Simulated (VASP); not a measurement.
# F2 in VASP: single point with PBEsol

Aim: the single point of F2 with PBEsol.

All numbers are computed with VASP 6.6.1; they aren't measurements. Logs are shortened: lines on timing, memory, paths and dates and some standing lists are left out, and cuts for length are marked.

## 1. The cell of the first run

The cell holds a molecule in a box, 2 atoms: a = 9.000 Å, b = 9.500 Å, c = 10.000 Å, α = 90.00°, β = 90.00°, γ = 90.00°.

## 2. Single point, PBEsol

Contents of INCAR:

```
PREC = Accurate
ENCUT = 1010
EDIFF = 1E-6
ISMEAR = -1
SIGMA = 0.02
LREAL = False
LASPH = True
NELM = 120
ALGO = Normal
ISIF = 2
LWAVE = False
LCHARG = True
GGA = PS
LELF = True
LVHAR = True
NBANDS = 14
GGA_COMPAT = False
NELMDL = -8
```

Contents of KPOINTS:

```
Automatic mesh
0
Gamma
  1 1 1
```

Contents of POSCAR:

```
F
1.0
    9.0000000000      0.0000000000      0.0000000000
    0.0000000000      9.5000000000      0.0000000000
    0.0000000000      0.0000000000     10.0000000000
F
2
Direct
    0.5000000000      0.5000000000      0.4300954666
    0.5000000000      0.5000000000      0.5699045334
```

Potentials or basis: VASP PAW PBE potentials, release 64 (F_h).

On the command line:

```sh
> cat potpaw_PBE.64/F_h/POTCAR > POTCAR
> mpirun -np 1 vasp_gam > vasp.out
```

OUTCAR:

```text
PREC = Accurate
   ENCUT = 1010
   EDIFF = 1E-6
   ISMEAR = -1
   LREAL = False
   LASPH = True
   NELM = 120
   ISIF = 2
   GGA = PS
   NELMDL = -8

 ion  position               nearest neighbor table
   1  0.500  0.500  0.430-   2 1.40
   2  0.500  0.500  0.570-   1 1.40

  LATTYP: Found a simple orthorhombic cell.
 ALAT       =     9.0000000000
 B/A-ratio  =     1.0555555556
 C/A-ratio  =     1.1111111111

  Lattice vectors:

 A1 = (   9.0000000000,   0.0000000000,   0.0000000000)
 A2 = (   0.0000000000,   9.5000000000,   0.0000000000)
 A3 = (   0.0000000000,   0.0000000000,  10.0000000000)

Analysis of symmetry for initial positions (statically):
=====================================================================
 Subroutine PRICEL returns:
 Original cell was already a primitive cell.

 Routine SETGRP: Setting up the symmetry group for a
 simple orthorhombic supercell.

 Subroutine GETGRP returns: Found  8 space group operations
 (whereof  8 operations were pure point group operations)
 out of a pool of  8 trial point group operations.

The static configuration has the point symmetry D_2h.

Analysis of symmetry for dynamics (positions and initial velocities):
=====================================================================
 Subroutine PRICEL returns:
 Original cell was already a primitive cell.

 Routine SETGRP: Setting up the symmetry group for a
 simple orthorhombic supercell.

 Subroutine GETGRP returns: Found  8 space group operations
 (whereof  8 operations were pure point group operations)
 out of a pool of  8 trial point group operations.

The dynamic configuration has the point symmetry D_2h.

 Subroutine INISYM returns: Found  8 space group operations
 (whereof  8 operations are pure point group operations),
 and found     1 'primitive' translations

----------------------------------------------------------------------------------------

                                     Primitive cell

  volume of cell :     855.0000

  direct lattice vectors                    reciprocal lattice vectors
     9.000000000  0.000000000  0.000000000     0.111111111  0.000000000  0.000000000
     0.000000000  9.500000000  0.000000000     0.000000000  0.105263158  0.000000000
     0.000000000  0.000000000 10.000000000     0.000000000  0.000000000  0.100000000

  length of vectors
     9.000000000  9.500000000 10.000000000     0.111111111  0.105263158  0.100000000

  position of ions in fractional coordinates (direct lattice)
     0.500000000  0.500000000  0.430095467
     0.500000000  0.500000000  0.569904533

  ion indices of the primitive-cell ions
   primitive index   ion index
                 1           1
                 2           2

----------------------------------------------------------------------------------------

 KPOINTS: Automatic mesh

Automatic generation of k-mesh.
 Grid dimensions read from file:
 generate k-points for:    1    1    1

 Generating k-lattice:

  Cartesian coordinates                     Fractional coordinates (reciprocal lattice)
     0.111111111  0.000000000  0.000000000     1.000000000  0.000000000  0.000000000
     0.000000000  0.105263158  0.000000000     0.000000000  1.000000000  0.000000000
     0.000000000  0.000000000  0.100000000     0.000000000  0.000000000  1.000000000

  Length of vectors
     0.111111111  0.105263158  0.100000000

  Shift w.r.t. Gamma in fractional coordinates (k-lattice)
     0.000000000  0.000000000  0.000000000

 Subroutine IBZKPT returns following result:
 ===========================================

 Found      1 irreducible k-points:

 Following reciprocal coordinates:
            Coordinates               Weight
  0.000000  0.000000  0.000000      1.000000
   k-points           NKPTS =      1   k-points in BZ     NKDIM =      1   number of bands    NBANDS=     14
   number of dos      NEDOS =    301   number of ions     NIONS =      2
   total plane-waves  NPLWV = ******
   dimension x,y,z NGX =    96 NGY =   98 NGZ =  108
   dimension x,y,z NGXF=   192 NGYF=  196 NGZF=  216
   ions per type =               2
   NGX,Y,Z   is equivalent  to a cutoff of  17.73, 17.15, 17.95 a.u.
   NGXF,Y,Z  is equivalent  to a cutoff of  35.47, 34.30, 35.91 a.u.
 SYSTEM =  unknown system
   PREC   = accura    normal or accurate (medium, high low for compatibility)
   ISTART =      0    job   : 0-new  1-cont  2-samecut
   ICHARG =      2    charge: 1-file 2-atom 10-const
   ISPIN  =      1    spin polarized calculation?
   LNONCOLLINEAR =      F non collinear calculations
   LSORBIT =      F    spin-orbit coupling
   LASPH  =      T    aspherical Exc in radial PAW
   ENCUT  = 1010.0 eV  74.23 Ry    8.62 a.u.  23.32 24.62 25.91*2*pi/ulx,y,z
   NELM   =    120;   NELMIN=  2; NELMDL= -8     # of ELM steps
   EDIFF  = 0.1E-05   stopping-criterion for ELM
   LREAL  =      F    real-space projection
   EDIFFG = 0.1E-04   stopping-criterion for IOM
   NSW    =      0    number of steps for IOM
   IBRION =     -1    ionic relax: 0-MD 1-quasi-New 2-CG
   NFREE  =      0    steps in history (QN), initial steepest desc. (CG)
   ISIF   =      2    stress and relaxation
   ISYM   =      2    0-nonsym 1-usesym 2-fastsym
   POTIM  = 0.5000    time-step for ionic-motion
   TEBEG  =    0.0;   TEEND  =   0.0 temperature during run
   PSTRESS=    0.0 pullay stress
   NELECT =      14.0000    total number of electrons
   NUPDOWN=      -1.0000    fix difference up-down
   EMIN   =  10.00;   EMAX   =-10.00  energy-range for DOS
   EFERMI =   0.00;   METHOD = LEGACY
   ISMEAR =    -1;   SIGMA  =   0.02  broadening in eV -4-tet -1-fermi 0-gaus
   EFERMI_NEDOS =   21; number of points for ismear=-14 and -15
   IALGO  =     38    algorithm
   IMIX   =      4    mixing-type and parameters
     AMIX     =   0.40;   BMIX     =  1.00
     AMIX_MAG =   1.60;   BMIX_MAG =  1.00
  volume/ion in A,a.u.               =     427.50      2884.91
  Fermi-wavevector in a.u.,A,eV,Ry     =   0.415715  0.785587  2.351342  0.172819
  Thomas-Fermi vector in A             =   1.374838
   LORBIT       =      0    0 simple, 1 ext, 2 COOP (PROOUT), +10 PAW based schemes
   GGA     = PS    functional components
   LHFCALC =     F    Hartree Fock is set to
   AEXX    =    0.0000 exact exchange contribution
   IVDW    =     0    specifies the selected vdW correction
   LEPSILON=     F    determine dielectric tensor
   LRPA    =     F    only Hartree local field effects (RPA)
 non-spin polarized calculation
  energy-cutoff  :     1010.00
  volume of cell :      855.00
 maximum number of plane-waves:     31153
 NGX is ok and might be reduce to    96
   NGX = 47   NGY = 49   NGZ = 51

 number of electron      13.9999997 magnetization

 Free energy of the ion-electron system (eV)
  ---------------------------------------------------
  ext. energy  EPLUGINS =         0.00000000
  ---------------------------------------------------
  free energy    TOTEN  =        -3.95558787 eV

  energy without entropy =       -3.95558787  energy(sigma->0) =       -3.95558787

 E-fermi :  -8.6232     XC(G=0):  -0.5993

 val. band max:       -9.1467143329   @ k =   0.0000   0.0000   0.0000
 cond. band min:      -5.4101497299   @ k =   0.0000   0.0000   0.0000
 fundamental gap:      3.7365646029
 Fermi energy:        -8.6231810888

 k-point     1 :       0.0000    0.0000    0.0000
  band No.  band energies     occupation
      1     -33.9435      2.00000
      2     -27.2852      2.00000
      3     -15.3362      2.00000
      4     -12.7088      2.00000
      5     -12.7088      2.00000
      6      -9.1467      2.00000
      7      -9.1467      2.00000
      8      -5.4101      0.00000
      9      -0.2409      0.00000
     10       1.2514      0.00000
     11       1.3085      0.00000
     12       1.4103      0.00000
     13       1.5615      0.00000
     14       1.5798      0.00000

------------------------ aborting loop because EDIFF is reached ----------------------------------------

  FORCE on cell =-STRESS in cart. coord.  units (eV):
  Direction    XX          YY          ZZ          XY          YZ          ZX
  --------------------------------------------------------------------------------------
  -------------------------------------------------------------------------------------
  Total       -0.0351740     -0.0327959      0.0193755      0.0000000      0.0000000      0.0000000
  in kB       -0.0659123     -0.0614560      0.0363076      0.0000000      0.0000000      0.0000000
  external PRESSURE =      -0.0303536 kB  Pullay stress =       0.0000000 kB

 VOLUME and BASIS-vectors are now :
 -----------------------------------------------------------------------------
  energy-cutoff  :     1010.00
  volume of cell :      855.00
      direct lattice vectors                 reciprocal lattice vectors
     9.000000000  0.000000000  0.000000000     0.111111111  0.000000000  0.000000000
     0.000000000  9.500000000  0.000000000     0.000000000  0.105263158  0.000000000
     0.000000000  0.000000000 10.000000000     0.000000000  0.000000000  0.100000000

 POSITION                                       TOTAL-FORCE (eV/Angst)
 -----------------------------------------------------------------------------------
      4.50000      4.75000      4.30095         0.000000      0.000000     -0.035441
      4.50000      4.75000      5.69905         0.000000     -0.000000      0.035441
 -----------------------------------------------------------------------------------
    total drift:                                0.000000     -0.000000      0.000000

  FREE ENERGIE OF THE ION-ELECTRON SYSTEM (eV)
  ---------------------------------------------------
  free  energy   TOTEN  =        -3.9555878697 eV

  energy  without entropy=       -3.9555878697  energy(sigma->0) =       -3.95558787
```

Wall time 2.1 min (1 thread of Intel Xeon Platinum 8488C (Sapphire Rapids), shared host); peak memory 1.5 GiB.

Results:

- Free energy: -3.9556 eV
- Largest force: 0.035 eV/Å
- Gap between the frontier levels: 3.74 eV

Forces on the atoms (eV/Å):
```
F    0.000  0.000 -0.035
F    0.000  0.000  0.035
```

Levels at points of the mesh, in eV from the valence-band top:
| k point | band 5 | band 6 | band 7 | band 8 | band 9 | band 10 |
| --- | --- | --- | --- | --- | --- | --- |
| (0.00, 0.00, 0.00) | -3.56 | 0.00 | 0.00 | 3.74 | 8.91 | 10.40 |

Caveat: the PAW data sets were made with another functional, which shifts forces and pressure a little.
